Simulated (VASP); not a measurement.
Write the native input for VASP 6.6.1 that does the following.

```
Task                   : single point
Functional             : PBEsol
Potentials or basis    : VASP PAW PBE potentials, release 64 (Cd, S)
Cutoff                 : 520 eV
k mesh                 : 6 × 6 × 6
Occupations            : fermi-dirac, width 0.05 eV
Spin                   : no spin polarisation
Dipole correction      : no
Further INCAR settings : ALGO = Normal; EDIFF = 1e-07; NBANDS = 16
```

The structure of CdS (Hawleyite) lies in POSCAR:

```
CdS
1.0
    0.0000000000      2.9165000000      2.9165000000
    2.9165000000      0.0000000000      2.9165000000
    2.9165000000      2.9165000000      0.0000000000
Cd S
1 1
Direct
    0.0000000000      0.0000000000      0.0000000000
    0.2500000000      0.2500000000      0.2500000000
```

These files were run (other wordings do the same):

INCAR

```
PREC = Accurate
ENCUT = 520
EDIFF = 1E-7
ISMEAR = -1
SIGMA = 0.05
LREAL = False
LASPH = True
NELM = 80
ALGO = Normal
ISIF = 2
LWAVE = False
LCHARG = False
GGA = PS
NBANDS = 16
```

KPOINTS

```
regular mesh
0
Gamma
  6 6 6
```

Potentials or basis: VASP PAW PBE potentials, release 64 (Cd, S).

Run with:

```sh
$ cat potpaw_PBE.64/Cd/POTCAR potpaw_PBE.64/S/POTCAR > POTCAR
$ mpirun -np 1 vasp_std > vasp.out
```

Results of the run:

| Item | Value |
| --- | --- |
| Pressure | 0.1 GPa |
| Band gap on the k mesh | 1.01 eV, direct |

Caveat: the PAW data sets were made with another functional, which shifts forces and pressure a little.

It took 7 s on 1 thread of Intel(R) Xeon(R) 6975P-C (Granite Rapids), on a shared host, peak memory 0.17 GiB.
